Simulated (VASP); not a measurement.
# C (P6_3/mmc) in VASP: a series of runs

C is run at these levels: PBE; tasks: single point.

Program: VASP 6.6.1. These are calculated values, not measurements. Logs are shortened: lines on timing, memory, paths and dates and some standing lists are left out, and cuts for length are marked.

## Step 1: The cell of the first run

It takes space group P6_3/mmc (No. 194, hexagonal). The conventional cell has a = 2.467 Å, b = 2.467 Å, c = 8.465 Å, α = 90.00°, β = 90.00°, γ = 120.00°. Within 1.9 Å of C (site symmetry -6m2) lie 3 C at 1.42 Å. C (site symmetry -6m2) has 3 C at 1.42 Å within 1.9 Å.

## Step 2: Single point, PBE

Contents of INCAR:

```
PREC = Accurate
ENCUT = 520
EDIFF = 1E-6
ISMEAR = 0
SIGMA = 0.1
LREAL = False
LASPH = True
NELM = 80
ALGO = Normal
ISIF = 2
LWAVE = False
LCHARG = False
GGA = PE
NBANDS = 16
```

Contents of KPOINTS:

```
Automatic mesh
0
Gamma
  18 18 6
```

Contents of POSCAR:

```
C
1.0
    2.4665327990      0.0000000000      0.0000000000
   -1.2332663995      2.1360800632      0.0000000000
    0.0000000000      0.0000000000      8.4654492465
C
4
Direct
    0.0000000000      0.0000000000      0.2500000000
    0.0000000000      0.0000000000      0.7500000000
    0.3333333333      0.6666666667      0.2500000000
    0.6666666667      0.3333333333      0.7500000000
```

Potentials or basis: VASP PAW PBE potentials, release 64 (C).

Run with:

```bash
> cat potpaw_PBE.64/C/POTCAR > POTCAR
> mpirun -np 1 vasp_std > vasp.out
```

OUTCAR:

```text
PREC = Accurate
   ENCUT = 520
   EDIFF = 1E-6
   ISMEAR = 0
   LREAL = False
   LASPH = True
   NELM = 80
   ISIF = 2
   GGA = PE

 ion  position               nearest neighbor table
   1  0.000  0.000  0.250-   3 1.42   3 1.42   3 1.42
   2  0.000  0.000  0.750-   4 1.42   4 1.42   4 1.42
   3  0.333  0.667  0.250-   1 1.42   1 1.42   1 1.42
   4  0.667  0.333  0.750-   2 1.42   2 1.42   2 1.42

  LATTYP: Found a hexagonal cell.
 ALAT       =     2.4665327990
 C/A-ratio  =     3.4321251475

  Lattice vectors:

 A1 = (   2.4665327990,   0.0000000000,   0.0000000000)
 A2 = (  -1.2332663995,   2.1360800632,   0.0000000000)
 A3 = (   0.0000000000,   0.0000000000,   8.4654492465)

Analysis of symmetry for initial positions (statically):
=====================================================================
 Subroutine PRICEL returns:
 Original cell was already a primitive cell.

 Routine SETGRP: Setting up the symmetry group for a
 hexagonal supercell.

 Subroutine GETGRP returns: Found 24 space group operations
 (whereof 12 operations were pure point group operations)
 out of a pool of 24 trial point group operations.

The static configuration has the point symmetry D_3d.
 The point group associated with its full space group is D_6h.

Analysis of symmetry for dynamics (positions and initial velocities):
=====================================================================
 Subroutine PRICEL returns:
 Original cell was already a primitive cell.

 Routine SETGRP: Setting up the symmetry group for a
 hexagonal supercell.

 Subroutine GETGRP returns: Found 24 space group operations
 (whereof 12 operations were pure point group operations)
 out of a pool of 24 trial point group operations.

The dynamic configuration has the point symmetry D_3d.
 The point group associated with its full space group is D_6h.

 Subroutine INISYM returns: Found 24 space group operations
 (whereof 12 operations are pure point group operations),
 and found     1 'primitive' translations

----------------------------------------------------------------------------------------

                                     Primitive cell

  volume of cell :      44.6020

  direct lattice vectors                    reciprocal lattice vectors
     2.466532799  0.000000000  0.000000000     0.405427408  0.234073623  0.000000000
    -1.233266399  2.136080063  0.000000000     0.000000000  0.468147247  0.000000000
     0.000000000  0.000000000  8.465449247     0.000000000  0.000000000  0.118127222

  length of vectors
     2.466532799  2.466532799  8.465449247     0.468147247  0.468147247  0.118127222

  position of ions in fractional coordinates (direct lattice)
     0.000000000  0.000000000  0.250000000
     0.000000000  0.000000000  0.750000000
     0.333333333  0.666666667  0.250000000
     0.666666667  0.333333333  0.750000000

  ion indices of the primitive-cell ions
   primitive index   ion index
                 1           1
                 2           2
                 3           3
                 4           4

----------------------------------------------------------------------------------------

 KPOINTS: Automatic mesh

Automatic generation of k-mesh.
 Grid dimensions read from file:
 generate k-points for:   18   18    6

 Generating k-lattice:

  Cartesian coordinates                     Fractional coordinates (reciprocal lattice)
     0.022523745  0.013004090  0.000000000     0.055555556 -0.000000000  0.000000000
     0.000000000  0.026008180  0.000000000     0.000000000  0.055555556  0.000000000
     0.000000000  0.000000000  0.019687870     0.000000000  0.000000000  0.166666667

  Length of vectors
     0.026008180  0.026008180  0.019687870

  Shift w.r.t. Gamma in fractional coordinates (k-lattice)
     0.000000000  0.000000000  0.000000000

 Subroutine IBZKPT returns following result:
 ===========================================

 Found    148 irreducible k-points:

 Following reciprocal coordinates:
            Coordinates               Weight
  0.000000  0.000000  0.000000      1.000000
  0.055556  0.000000  0.000000      6.000000
  0.111111  0.000000  0.000000      6.000000
  0.166667  0.000000  0.000000      6.000000
  0.222222  0.000000  0.000000      6.000000
  0.277778  0.000000  0.000000      6.000000
[... 16 lines left out ...]
  0.333333  0.111111  0.000000     12.000000
  0.388889  0.111111  0.000000     12.000000
 [... further k-points ...]
   k-points           NKPTS =    148   k-points in BZ     NKDIM =    148   number of bands    NBANDS=     16
   number of dos      NEDOS =    301   number of ions     NIONS =      4
   total plane-waves  NPLWV =  20736
   dimension x,y,z NGX =    18 NGY =   18 NGZ =   64
   dimension x,y,z NGXF=    36 NGYF=   36 NGZF=  128
   ions per type =               4
   NGX,Y,Z   is equivalent  to a cutoff of  12.13, 12.13, 12.57 a.u.
   NGXF,Y,Z  is equivalent  to a cutoff of  24.26, 24.26, 25.14 a.u.
 SYSTEM =  unknown system
   PREC   = accura    normal or accurate (medium, high low for compatibility)
   ISTART =      0    job   : 0-new  1-cont  2-samecut
   ICHARG =      2    charge: 1-file 2-atom 10-const
   ISPIN  =      1    spin polarized calculation?
   LNONCOLLINEAR =      F non collinear calculations
   LSORBIT =      F    spin-orbit coupling
   LASPH  =      T    aspherical Exc in radial PAW
   ENCUT  =  520.0 eV  38.22 Ry    6.18 a.u.   4.59  4.59 15.74*2*pi/ulx,y,z
   NELM   =     80;   NELMIN=  2; NELMDL= -5     # of ELM steps
   EDIFF  = 0.1E-05   stopping-criterion for ELM
   LREAL  =      F    real-space projection
   EDIFFG = 0.1E-04   stopping-criterion for IOM
   NSW    =      0    number of steps for IOM
   IBRION =     -1    ionic relax: 0-MD 1-quasi-New 2-CG
   NFREE  =      0    steps in history (QN), initial steepest desc. (CG)
   ISIF   =      2    stress and relaxation
   ISYM   =      2    0-nonsym 1-usesym 2-fastsym
   POTIM  = 0.5000    time-step for ionic-motion
   TEBEG  =    0.0;   TEEND  =   0.0 temperature during run
   PSTRESS=    0.0 pullay stress
   NELECT =      16.0000    total number of electrons
   NUPDOWN=      -1.0000    fix difference up-down
   EMIN   =  10.00;   EMAX   =-10.00  energy-range for DOS
   EFERMI =   0.00;   METHOD = LEGACY
   ISMEAR =     0;   SIGMA  =   0.10  broadening in eV -4-tet -1-fermi 0-gaus
   EFERMI_NEDOS =   21; number of points for ismear=-14 and -15
   IALGO  =     38    algorithm
   IMIX   =      4    mixing-type and parameters
     AMIX     =   0.40;   BMIX     =  1.00
     AMIX_MAG =   1.60;   BMIX_MAG =  1.00
  volume/ion in A,a.u.               =      11.15        75.25
  Fermi-wavevector in a.u.,A,eV,Ry     =   1.163224  2.198175 18.409908  1.353090
  Thomas-Fermi vector in A             =   2.299776
   LORBIT       =      0    0 simple, 1 ext, 2 COOP (PROOUT), +10 PAW based schemes
   GGA     = PE    functional components
   LHFCALC =     F    Hartree Fock is set to
   AEXX    =    0.0000 exact exchange contribution
   IVDW    =     0    specifies the selected vdW correction
   LEPSILON=     F    determine dielectric tensor
   LRPA    =     F    only Hartree local field effects (RPA)
 non-spin polarized calculation
 Gauss-broadening in eV      SIGMA  =   0.10
  energy-cutoff  :      520.00
  volume of cell :       44.60
 maximum number of plane-waves:      1220
   NGX =  9   NGY =  9   NGZ = 31

 number of electron      15.9999993 magnetization

 Free energy of the ion-electron system (eV)
  ---------------------------------------------------
  ext. energy  EPLUGINS =         0.00000000
  ---------------------------------------------------
  free energy    TOTEN  =       -36.90437702 eV

  energy without entropy =      -36.90335115  energy(sigma->0) =      -36.90386408

 E-fermi :   2.8430     XC(G=0):  -8.7674

 val. band max:        2.8426114379   @ k =   0.3333   0.3333   0.1667
 cond. band min:       2.8433243043   @ k =   0.3333   0.3333   0.3333
 fundamental gap:      0.0007128664
 Fermi energy:         2.8430186188

 k-point     1 :       0.0000    0.0000    0.0000
  band No.  band energies     occupation
      1     -16.6905      2.00000
      2     -16.6519      2.00000
      3      -5.0146      2.00000
      4      -4.5083      2.00000
      5      -0.2008      2.00000
      6      -0.2008      2.00000
[... 8 lines left out ...]
     15      13.4401      0.00000
     16      14.2488      0.00000

 k-point     2 :       0.0556    0.0000    0.0000
  band No.  band energies     occupation
      1     -16.6175      2.00000
      2     -16.5791      2.00000
      3      -4.9266      2.00000
      4      -4.4223      2.00000
      5      -0.4987      2.00000
      6      -0.4968      2.00000
[... 8 lines left out ...]
     15      13.5374      0.00000
     16      13.9929      0.00000

 k-point     3 :       0.1111    0.0000    0.0000
  band No.  band energies     occupation
      1     -16.3987      2.00000
      2     -16.3610      2.00000
      3      -4.6636      2.00000
      4      -4.1652      2.00000
      5      -1.3168      2.00000
      6      -1.3133      2.00000
[... 8 lines left out ...]
     15      13.2642      0.00000
     16      13.3069      0.00000

 k-point     4 :       0.1667    0.0000    0.0000
  band No.  band energies     occupation
      1     -16.0353      2.00000
      2     -15.9988      2.00000
      3      -4.2286      2.00000
      4      -3.7405      2.00000
      5      -2.4914      2.00000
      6      -2.4858      2.00000
[... 8 lines left out ...]
     15      13.6794      0.00000
     16      13.6848      0.00000

 k-point     5 :       0.2222    0.0000    0.0000
  band No.  band energies     occupation
      1     -15.5292      2.00000
      2     -15.4941      2.00000
      3      -3.8661      2.00000
      4      -3.8580      2.00000
      5      -3.6276      2.00000
      6      -3.1550      2.00000
[... 8 lines left out ...]
     15      14.8445      0.00000
     16      15.3227      0.00000

 k-point     6 :       0.2778    0.0000    0.0000
  band No.  band energies     occupation
      1     -14.8835      2.00000
      2     -14.8504      2.00000
      3      -5.3265      2.00000
      4      -5.3156      2.00000
      5      -2.8715      2.00000
      6      -2.4778      2.00000
[... 8 lines left out ...]
     15      15.5769      0.00000
     16      17.1562      0.00000

 k-point     7 :       0.3333   -0.0000    0.0000
  band No.  band energies     occupation
      1     -14.1032      2.00000
      2     -14.0724      2.00000
      3      -6.7955      2.00000
      4      -6.7816      2.00000
      5      -2.9424      2.00000
      6      -2.9384      2.00000
[... 8 lines left out ...]
     15      16.4402      0.00000
     16      18.0175      0.00000

 k-point     8 :       0.3889    0.0000    0.0000
  band No.  band energies     occupation
      1     -13.1982      2.00000
      2     -13.1700      2.00000
      3      -8.2181      2.00000
      4      -8.2015      2.00000
      5      -3.2901      2.00000
      6      -3.2859      2.00000
[... 8 lines left out ...]
     15      16.7821      0.00000
     16      17.4559      0.00000

 k-point     9 :       0.4444    0.0000    0.0000
  band No.  band energies     occupation
      1     -12.1987      2.00000
      2     -12.1741      2.00000
      3      -9.5368      2.00000
      4      -9.5183      2.00000
      5      -3.5044      2.00000
      6      -3.5001      2.00000
[... 8 lines left out ...]
     15      15.1790      0.00000
     16      17.0767      0.00000
[... 172 lines left out ...]
 k-point    19 :       0.1111    0.1111    0.0000
  band No.  band energies     occupation
      1     -15.8181      2.00000
      2     -15.7822      2.00000
      3      -3.9695      2.00000
      4      -3.4878      2.00000
      5      -2.8720      2.00000
      6      -2.8687      2.00000
[... 8 lines left out ...]
     15      13.3837      0.00000
     16      13.3943      0.00000

 k-point    20 :       0.1667    0.1111    0.0000
  band No.  band energies     occupation
      1     -15.3135      2.00000
      2     -15.2792      2.00000
      3      -4.0088      2.00000
      4      -4.0030      2.00000
      5      -3.3718      2.00000
      6      -2.9058      2.00000
[... 8 lines left out ...]
     15      14.2134      0.00000
     16      14.2568      0.00000

 k-point    21 :       0.2222    0.1111    0.0000
  band No.  band energies     occupation
      1     -14.6701      2.00000
      2     -14.6377      2.00000
      3      -5.3220      2.00000
      4      -5.3127      2.00000
      5      -3.2964      2.00000
      6      -3.2913      2.00000
[... 8 lines left out ...]
     15      15.3831      0.00000
     16      15.5468      0.00000

 k-point    22 :       0.2778    0.1111    0.0000
  band No.  band energies     occupation
      1     -13.8933      2.00000
      2     -13.8632      2.00000
      3      -6.7069      2.00000
      4      -6.6942      2.00000
      5      -3.8059      2.00000
      6      -3.7998      2.00000
[... 8 lines left out ...]
     15      16.4192      0.00000
     16      16.8244      0.00000

 k-point    23 :       0.3333    0.1111    0.0000
  band No.  band energies     occupation
      1     -12.9935      2.00000
      2     -12.9659      2.00000
      3      -8.0806      2.00000
      4      -8.0648      2.00000
      5      -4.1754      2.00000
      6      -4.1688      2.00000
[... 8 lines left out ...]
     15      16.5785      0.00000
     16      17.0653      0.00000

 k-point    24 :       0.3889    0.1111    0.0000
  band No.  band energies     occupation
      1     -12.0019      2.00000
      2     -11.9777      2.00000
      3      -9.3697      2.00000
      4      -9.3519      2.00000
      5      -4.3995      2.00000
      6      -4.3927      2.00000
[... 8 lines left out ...]
     15      15.3266      0.00000
     16      16.2941      0.00000

 [... further k-points ...]
[... 5 lines left out ...]
  --------------------------------------------------------------------------------------
  -------------------------------------------------------------------------------------
  Total        0.1541684      0.1541684     -0.0032174      0.0000000      0.0000000      0.0000000
  in kB        5.5379812      5.5379812     -0.1155751      0.0000000      0.0000000      0.0000000
  external PRESSURE =       3.6534624 kB  Pullay stress =       0.0000000 kB

 VOLUME and BASIS-vectors are now :
 -----------------------------------------------------------------------------
  energy-cutoff  :      520.00
  volume of cell :       44.60
      direct lattice vectors                 reciprocal lattice vectors
     2.466532799  0.000000000  0.000000000     0.405427408  0.234073623  0.000000000
    -1.233266399  2.136080063  0.000000000     0.000000000  0.468147247  0.000000000
     0.000000000  0.000000000  8.465449247     0.000000000  0.000000000  0.118127222

 POSITION                                       TOTAL-FORCE (eV/Angst)
 -----------------------------------------------------------------------------------
      0.00000      0.00000      2.11636         0.000000     -0.000000      0.000000
      0.00000      0.00000      6.34909        -0.000000      0.000000      0.000000
     -0.00000      1.42405      2.11636         0.000000      0.000000     -0.000000
      1.23327      0.71203      6.34909        -0.000000     -0.000000      0.000000
 -----------------------------------------------------------------------------------
    total drift:                                0.000000     -0.000000      0.000000

  FREE ENERGIE OF THE ION-ELECTRON SYSTEM (eV)
  ---------------------------------------------------
  free  energy   TOTEN  =       -36.9043770183 eV

  energy  without entropy=      -36.9033511487  energy(sigma->0) =      -36.90386408
```

Wall time 32 s (1 thread of Intel Xeon 6975P-C (Granite Rapids), shared host); peak memory 0.19 GiB.

Results:

```
Free energy            : -36.9044 eV
Pressure               : 0.4 GPa
Band gap on the k mesh : zero (filled and empty bands touch)
```

Levels at points of the mesh, in eV from the Fermi level:
```
           k point  band 4  band 5  band 6  band 7  band 8  band 9  band 10  band 11  band 12  band 13
(0.00, 0.00, 0.00)   -7.35   -3.04   -3.04   -3.04   -3.04    3.11     6.48     8.30     8.30     8.31
(0.50, 0.00, 0.00)  -13.23   -6.42   -6.42   -2.44   -2.28    1.58     1.80     7.33     7.39    10.62
(0.00, 0.00, 0.50)   -7.62   -3.04   -3.04   -3.04   -3.04    4.40     4.40     8.30     8.30     8.30
(0.50, 0.00, 0.50)  -13.23   -6.42   -6.42   -2.36   -2.36    1.67     1.67     7.36     7.36    11.48
```

Caveat: this functional lacks dispersion, which binds the layers, so the pressure and a relaxed spacing across them are unreliable.

## Step 3: Single point, PBE

Contents of INCAR:

```
SYSTEM = C
ALGO     = Normal         ! electronic algorithm
EDIFF    = 1E-6           ! SCF threshold, eV
ENCUT    = 520            ! plane-wave cutoff, eV
GGA      = PE             ! functional
ISIF     = 2              ! what is computed and relaxed
ISMEAR   = 0              ! smearing method
LASPH    = .True.         ! aspherical terms in the spheres
LCHARG   = .False.        ! write CHGCAR
LREAL    = .False.        ! projectors in reciprocal space
LWAVE    = .False.        ! write WAVECAR
NBANDS   = 16             ! bands
NELM     = 100            ! most SCF steps
PREC     = Accurate       ! precision mode
SIGMA    = 0.1            ! smearing width, eV
```

Contents of KPOINTS:

```
k-points
0
Gamma
  18 18 6
  0 0 0
```

POSCAR is that of step 2.

Potentials or basis: VASP PAW PBE potentials, release 64 (C).

Run with:

```bash
> cat potpaw_PBE.64/C/POTCAR > POTCAR
> mpirun -np 1 vasp_std > vasp.out
```

It took 32 s on 1 thread of Intel Xeon 6975P-C (Granite Rapids), shared host; peak memory 0.19 GiB.

The run converged. Its results:

```
Free energy            : -36.9044 eV
Pressure               : 0.4 GPa
Band gap on the k mesh : zero (filled and empty bands touch)
```

Stress tensor (GPa, compression positive):
```
 0.55  0.00  0.00
 0.00  0.55  0.00
 0.00  0.00 -0.01
```

Levels at points of the mesh, in eV from the Fermi level:
```csv
k point,band 6,band 7,band 8,band 9,band 10,band 11
"(0.00, 0.00, 0.00)",-3.04,-3.04,-3.04,3.11,6.48,8.30
"(0.50, 0.00, 0.00)",-6.42,-2.44,-2.28,1.58,1.80,7.33
"(0.00, 0.00, 0.50)",-3.04,-3.04,-3.04,4.40,4.40,8.30
"(0.50, 0.00, 0.50)",-6.42,-2.36,-2.36,1.67,1.67,7.36
```

Caveat: this functional lacks dispersion, which binds the layers, so the pressure and a relaxed spacing across them are unreliable.

(Continued in part 2 of 2.)
